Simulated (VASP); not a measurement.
# Ga2BSb3 (P4/mmm) in VASP: notebook

Runs on Ga2BSb3. Level: PBE. Tasks: single point.

All numbers are computed with VASP 6.6.1; they aren't measurements. Logs are shortened: lines on timing, memory, paths and dates and some standing lists are left out, and cuts for length are marked.

## (1) The cell of the first run

It takes space group P4/mmm (No. 123, tetragonal). The conventional cell has a = 4.113 Å, b = 4.113 Å, c = 8.433 Å, α = 90.00°, β = 90.00°, γ = 90.00°. Within 3.9 Å of Ga (site symmetry 4mm) lie 8 Sb at 2.99 to 3.34 Å and 1 Ga at 3.29 Å and 4 B at 3.88 Å. B (site symmetry 4/mmm) has 2 Sb at 1.89 Å within 2.5 Å. Sb (site symmetry 4/mmm) has 2 Sb at 2.32 Å within 3.1 Å. Within 2.5 Å of Sb (site symmetry 4mm) lie 1 B at 1.89 Å and 1 Sb at 2.32 Å.

The cell was generated, and may not be a known phase.

## (2) Single point, PBE

File INCAR:

```
PREC = Accurate
ENCUT = 520
EDIFF = 1E-6
ISMEAR = 0
SIGMA = 0.1
LREAL = False
LASPH = True
NELM = 100
ALGO = Normal
ISIF = 2
LWAVE = False
LCHARG = False
GGA = PE
NBANDS = 31
```

File KPOINTS:

```
Automatic mesh
0
Gamma
  4 4 2
```

File POSCAR:

```
Ga2BSb3
1.0
    4.1125460900      0.0000000000      0.0000000000
    0.0000000000      4.1125460900      0.0000000000
    0.0000000000      0.0000000000      8.4326575200
Ga B Sb
2 1 3
Direct
    0.5000000000      0.5000000000      0.8050799500
    0.5000000000      0.5000000000      0.1949200500
    0.0000000000      0.0000000000      0.5000000000
    0.0000000000      0.0000000000      0.0000000000
    0.0000000000      0.0000000000      0.2753997500
    0.0000000000      0.0000000000      0.7246002500
```

Potentials or basis: VASP PAW PBE potentials, release 64 (Ga_d, B, Sb).

The run is started by

```
> cat potpaw_PBE.64/Ga_d/POTCAR potpaw_PBE.64/B/POTCAR potpaw_PBE.64/Sb/POTCAR > POTCAR
> mpirun -np 1 vasp_std > vasp.out
```

OUTCAR:

```text
PREC = Accurate
   ENCUT = 520
   EDIFF = 1E-6
   ISMEAR = 0
   LREAL = False
   LASPH = True
   NELM = 100
   ISIF = 2
   GGA = PE

 ion  position               nearest neighbor table
   1  0.500  0.500  0.805-   6 2.99   6 2.99   6 2.99   6 2.99   4 3.34   4 3.34   4 3.34   4 3.34

   2  0.500  0.500  0.195-   5 2.99   5 2.99   5 2.99   5 2.99   4 3.34   4 3.34   4 3.34   4 3.34

   3  0.000  0.000  0.500-   5 1.89   6 1.89
   4  0.000  0.000  0.000-   5 2.32   6 2.32   1 3.34   2 3.34   1 3.34   2 3.34   1 3.34   2 3.34
                             1 3.34   2 3.34
   5  0.000  0.000  0.275-   3 1.89   4 2.32   2 2.99   2 2.99   2 2.99   2 2.99
   6  0.000  0.000  0.725-   3 1.89   4 2.32   1 2.99   1 2.99   1 2.99   1 2.99

  LATTYP: Found a simple tetragonal cell.
 ALAT       =     4.1125460900
 C/A-ratio  =     2.0504712496

  Lattice vectors:

 A1 = (   4.1125460900,   0.0000000000,   0.0000000000)
 A2 = (   0.0000000000,   4.1125460900,   0.0000000000)
 A3 = (   0.0000000000,   0.0000000000,   8.4326575200)

Analysis of symmetry for initial positions (statically):
=====================================================================
 Subroutine PRICEL returns:
 Original cell was already a primitive cell.

 Routine SETGRP: Setting up the symmetry group for a
 simple tetragonal supercell.

 Subroutine GETGRP returns: Found 16 space group operations
 (whereof 16 operations were pure point group operations)
 out of a pool of 16 trial point group operations.

The static configuration has the point symmetry D_4h.

Analysis of symmetry for dynamics (positions and initial velocities):
=====================================================================
 Subroutine PRICEL returns:
 Original cell was already a primitive cell.

 Routine SETGRP: Setting up the symmetry group for a
 simple tetragonal supercell.

 Subroutine GETGRP returns: Found 16 space group operations
 (whereof 16 operations were pure point group operations)
 out of a pool of 16 trial point group operations.

The dynamic configuration has the point symmetry D_4h.

 Subroutine INISYM returns: Found 16 space group operations
 (whereof 16 operations are pure point group operations),
 and found     1 'primitive' translations

----------------------------------------------------------------------------------------

                                     Primitive cell

  volume of cell :     142.6218

  direct lattice vectors                    reciprocal lattice vectors
     4.112546090  0.000000000  0.000000000     0.243158369  0.000000000  0.000000000
     0.000000000  4.112546090  0.000000000     0.000000000  0.243158369  0.000000000
     0.000000000  0.000000000  8.432657520     0.000000000  0.000000000  0.118586578

  length of vectors
     4.112546090  4.112546090  8.432657520     0.243158369  0.243158369  0.118586578

  position of ions in fractional coordinates (direct lattice)
     0.500000000  0.500000000  0.805079950
     0.500000000  0.500000000  0.194920050
     0.000000000  0.000000000  0.500000000
     0.000000000  0.000000000  0.000000000
     0.000000000  0.000000000  0.275399750
     0.000000000  0.000000000  0.724600250

  ion indices of the primitive-cell ions
   primitive index   ion index
                 1           1
                 2           2
                 3           3
                 4           4
                 5           5
                 6           6

----------------------------------------------------------------------------------------

 KPOINTS: Automatic mesh

Automatic generation of k-mesh.
 Grid dimensions read from file:
 generate k-points for:    4    4    2

 Generating k-lattice:

  Cartesian coordinates                     Fractional coordinates (reciprocal lattice)
     0.060789592  0.000000000  0.000000000     0.250000000  0.000000000  0.000000000
     0.000000000  0.060789592  0.000000000     0.000000000  0.250000000  0.000000000
     0.000000000  0.000000000  0.059293289     0.000000000  0.000000000  0.500000000

  Length of vectors
     0.060789592  0.060789592  0.059293289

  Shift w.r.t. Gamma in fractional coordinates (k-lattice)
     0.000000000  0.000000000  0.000000000

 Subroutine IBZKPT returns following result:
 ===========================================

 Found     12 irreducible k-points:

 Following reciprocal coordinates:
            Coordinates               Weight
  0.000000  0.000000  0.000000      1.000000
  0.250000  0.000000  0.000000      4.000000
  0.500000  0.000000  0.000000      2.000000
  0.250000  0.250000  0.000000      4.000000
  0.500000  0.250000  0.000000      4.000000
  0.500000  0.500000  0.000000      1.000000
  0.000000  0.000000  0.500000      1.000000
  0.250000  0.000000  0.500000      4.000000
  0.500000  0.000000  0.500000      2.000000
  0.250000  0.250000  0.500000      4.000000
  0.500000  0.250000  0.500000      4.000000
  0.500000  0.500000  0.500000      1.000000
   k-points           NKPTS =     12   k-points in BZ     NKDIM =     12   number of bands    NBANDS=     31
   number of dos      NEDOS =    301   number of ions     NIONS =      6
   total plane-waves  NPLWV =  65536
   dimension x,y,z NGX =    32 NGY =   32 NGZ =   64
   dimension x,y,z NGXF=    64 NGYF=   64 NGZF=  128
   ions per type =               2   1   3
   NGX,Y,Z   is equivalent  to a cutoff of  12.94, 12.94, 12.62 a.u.
   NGXF,Y,Z  is equivalent  to a cutoff of  25.87, 25.87, 25.23 a.u.
 SYSTEM =  unknown system
   PREC   = accura    normal or accurate (medium, high low for compatibility)
   ISTART =      0    job   : 0-new  1-cont  2-samecut
   ICHARG =      2    charge: 1-file 2-atom 10-const
   ISPIN  =      1    spin polarized calculation?
   LNONCOLLINEAR =      F non collinear calculations
   LSORBIT =      F    spin-orbit coupling
   LASPH  =      T    aspherical Exc in radial PAW
   ENCUT  =  520.0 eV  38.22 Ry    6.18 a.u.   7.65  7.65 15.68*2*pi/ulx,y,z
   NELM   =    100;   NELMIN=  2; NELMDL= -5     # of ELM steps
   EDIFF  = 0.1E-05   stopping-criterion for ELM
   LREAL  =      F    real-space projection
   EDIFFG = 0.1E-04   stopping-criterion for IOM
   NSW    =      0    number of steps for IOM
   IBRION =     -1    ionic relax: 0-MD 1-quasi-New 2-CG
   NFREE  =      0    steps in history (QN), initial steepest desc. (CG)
   ISIF   =      2    stress and relaxation
   ISYM   =      2    0-nonsym 1-usesym 2-fastsym
   POTIM  = 0.5000    time-step for ionic-motion
   TEBEG  =    0.0;   TEEND  =   0.0 temperature during run
   PSTRESS=    0.0 pullay stress
   NELECT =      44.0000    total number of electrons
   NUPDOWN=      -1.0000    fix difference up-down
   EMIN   =  10.00;   EMAX   =-10.00  energy-range for DOS
   EFERMI =   0.00;   METHOD = LEGACY
   ISMEAR =     0;   SIGMA  =   0.10  broadening in eV -4-tet -1-fermi 0-gaus
   EFERMI_NEDOS =   21; number of points for ismear=-14 and -15
   IALGO  =     38    algorithm
   IMIX   =      4    mixing-type and parameters
     AMIX     =   0.40;   BMIX     =  1.00
     AMIX_MAG =   1.60;   BMIX_MAG =  1.00
  volume/ion in A,a.u.               =      23.77       160.41
  Fermi-wavevector in a.u.,A,eV,Ry     =   1.106192  2.090399 16.648905  1.223660
  Thomas-Fermi vector in A             =   2.242689
   LORBIT       =      0    0 simple, 1 ext, 2 COOP (PROOUT), +10 PAW based schemes
   GGA     = PE    functional components
   LHFCALC =     F    Hartree Fock is set to
   AEXX    =    0.0000 exact exchange contribution
   IVDW    =     0    specifies the selected vdW correction
   LEPSILON=     F    determine dielectric tensor
   LRPA    =     F    only Hartree local field effects (RPA)
 non-spin polarized calculation
 Gauss-broadening in eV      SIGMA  =   0.10
  energy-cutoff  :      520.00
  volume of cell :      142.62
 maximum number of plane-waves:      3872
 NGX is ok and might be reduce to    32
   NGX = 15   NGY = 15   NGZ = 31

 number of electron      43.9999995 magnetization

 Free energy of the ion-electron system (eV)
  ---------------------------------------------------
  ext. energy  EPLUGINS =         0.00000000
  ---------------------------------------------------
  free energy    TOTEN  =       -15.35288973 eV

  energy without entropy =      -15.33348788  energy(sigma->0) =      -15.34318881

 E-fermi :   6.1359     XC(G=0):  -9.6331

 val. band max:        6.1282217809   @ k =   0.5000   0.5000   0.0000
 cond. band min:       6.2011933547   @ k =   0.5000   0.5000   0.5000
 fundamental gap:      0.0729715738
 Fermi energy:         6.1359328577

 k-point     1 :       0.0000    0.0000    0.0000
  band No.  band energies     occupation
      1      -8.8639      2.00000
      2      -8.8178      2.00000
      3      -8.8154      2.00000
      4      -8.8130      2.00000
      5      -8.8096      2.00000
      6      -8.8095      2.00000
[... 23 lines left out ...]
     30      12.0599      0.00000
     31      12.3508      0.00000

 k-point     2 :       0.2500    0.0000    0.0000
  band No.  band energies     occupation
      1      -8.8459      2.00000
      2      -8.8268      2.00000
      3      -8.8229      2.00000
      4      -8.8165      2.00000
      5      -8.8068      2.00000
      6      -8.8061      2.00000
[... 23 lines left out ...]
     30      10.7399      0.00000
     31      10.8040      0.00000

 k-point     3 :       0.5000    0.0000    0.0000
  band No.  band energies     occupation
      1      -8.8357      2.00000
      2      -8.8325      2.00000
      3      -8.8302      2.00000
      4      -8.8246      2.00000
      5      -8.8055      2.00000
      6      -8.8024      2.00000
[... 295 lines left out ...]
     30      11.2738      0.00000
     31      12.1508      0.00000

 k-point    12 :       0.5000    0.5000    0.5000
  band No.  band energies     occupation
      1      -8.9236      2.00000
      2      -8.8869      2.00000
      3      -8.8215      2.00000
      4      -8.8161      2.00000
      5      -8.8161      2.00000
      6      -8.7922      2.00000
[... 23 lines left out ...]
     30      13.3479      0.00000
     31      13.3516      0.00000

------------------------ aborting loop because EDIFF is reached ----------------------------------------

  FORCE on cell =-STRESS in cart. coord.  units (eV):
  Direction    XX          YY          ZZ          XY          YZ          ZX
  --------------------------------------------------------------------------------------
  -------------------------------------------------------------------------------------
  Total        4.0134391      4.0134391     57.3007625      0.0000000      0.0000000      0.0000000
  in kB       45.0859511     45.0859511    643.7021574      0.0000000      0.0000000      0.0000000
  external PRESSURE =     244.6246866 kB  Pullay stress =       0.0000000 kB

 VOLUME and BASIS-vectors are now :
 -----------------------------------------------------------------------------
  energy-cutoff  :      520.00
  volume of cell :      142.62
      direct lattice vectors                 reciprocal lattice vectors
     4.112546090  0.000000000  0.000000000     0.243158369  0.000000000  0.000000000
     0.000000000  4.112546090  0.000000000     0.000000000  0.243158369  0.000000000
     0.000000000  0.000000000  8.432657520     0.000000000  0.000000000  0.118586578

 POSITION                                       TOTAL-FORCE (eV/Angst)
 -----------------------------------------------------------------------------------
      2.05627      2.05627      6.78896        -0.000000     -0.000000      0.271767
      2.05627      2.05627      1.64369        -0.000000      0.000000     -0.271767
      0.00000      0.00000      4.21633         0.000000      0.000000      0.000000
      0.00000      0.00000      0.00000         0.000000      0.000000      0.000000
      0.00000      0.00000      2.32235         0.000000      0.000000      4.198469
      0.00000      0.00000      6.11031         0.000000      0.000000     -4.198469
 -----------------------------------------------------------------------------------
    total drift:                                0.000000     -0.000000     -0.000000

  FREE ENERGIE OF THE ION-ELECTRON SYSTEM (eV)
  ---------------------------------------------------
  free  energy   TOTEN  =       -15.3528897326 eV

  energy  without entropy=      -15.3334878782  energy(sigma->0) =      -15.34318881
```

Wall time 29 s (1 thread of AMD EPYC 9R45 (Zen 5), shared host); peak memory 0.23 GiB.

Results:

```
Free energy            : -15.3529 eV
Pressure               : 24.5 GPa
Largest force          : 4.198 eV/Å
Band gap on the k mesh : zero (bands 22 and 23 overlap by 3.26 eV)
```

Forces on the atoms (eV/Å):
```
Ga   0.000  0.000  0.272
Ga   0.000  0.000 -0.272
B    0.000  0.000  0.000
Sb   0.000  0.000  0.000
Sb   0.000  0.000  4.198
Sb   0.000  0.000 -4.198
```

Levels at points of the mesh, in eV from the Fermi level:
| k point | band 19 | band 20 | band 21 | band 22 | band 23 | band 24 | band 25 | band 26 |
| --- | --- | --- | --- | --- | --- | --- | --- | --- |
| (0.00, 0.00, 0.00) | -2.96 | -1.64 | -1.64 | -0.25 | -0.25 | 1.42 | 2.51 | 2.87 |
| (0.50, 0.00, 0.00) | -2.52 | -0.45 | -0.25 | 0.16 | 1.02 | 1.30 | 1.37 | 1.68 |
| (0.50, 0.50, 0.00) | -4.11 | -4.11 | -2.07 | -2.07 | -1.74 | -0.01 | 2.06 | 2.06 |
| (0.00, 0.00, 0.50) | -2.52 | -2.52 | -1.23 | 1.52 | 1.63 | 1.63 | 1.79 | 1.79 |
| (0.50, 0.00, 0.50) | -1.70 | -1.54 | -0.54 | 0.33 | 1.18 | 1.28 | 1.42 | 2.26 |
| (0.50, 0.50, 0.50) | -4.70 | -4.70 | -0.53 | -0.53 | 0.07 | 0.07 | 0.31 | 0.46 |

Caveat: the k points lie up to 0.38 Å⁻¹ apart, too coarse for converged energies and pressures of a metal; spin-orbit coupling is left out, which moves the levels of the heavy elements; forces of over 1 eV/Å act on the atoms, so gaps and moduli don't describe the material at rest.

[end of part 1 of 2]

The gap in the log of VASP goes by the Fermi energy; the results here count the filled bands.